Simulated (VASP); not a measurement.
Sn, 2 atoms in the cell. Symmetry: I4_1/amd, No. 141, tetragonal system. The conventional cell has a = 5.832 Å, b = 5.832 Å, c = 3.181 Å, α = 90.00°, β = 90.00°, γ = 90.00°. Sn (site symmetry -4m2) has 10 Sn at 3.02 to 3.77 Å within 4.0 Å. 

| Quantity | Value |
| --- | --- |
| Program | VASP 6.6.1 |
| Task | single point |
| Functional | LDA |
| Potentials or basis | VASP PAW LDA potentials, release 64 (Sn_d) |
| Cutoff | 520 eV |
| k mesh | 15 × 15 × 10 |
| Occupations | fermi-dirac, width 0.05 eV |
| Spin | no spin polarisation |
| Dipole correction | no |
| Further INCAR settings | ALGO = Normal; EDIFF = 1e-07; NBANDS = 21; ISYM = 0 |

Potentials or basis: VASP PAW LDA potentials, release 64 (Sn_d).

Run with:

```console
$ cat potpaw_LDA.64/Sn_d/POTCAR > POTCAR
$ mpirun -np 1 vasp_std > vasp.out
```

Hardware: 1 thread of Oxide Virtual Turin-like Processor (shared host).

Question: Estimate the wall time of this run.

Answer: It took 30 min on 1 thread of Oxide Virtual Turin-like Processor, on a shared host, peak memory 0.94 GiB. Counts: scf iterations 11, k points 1126.
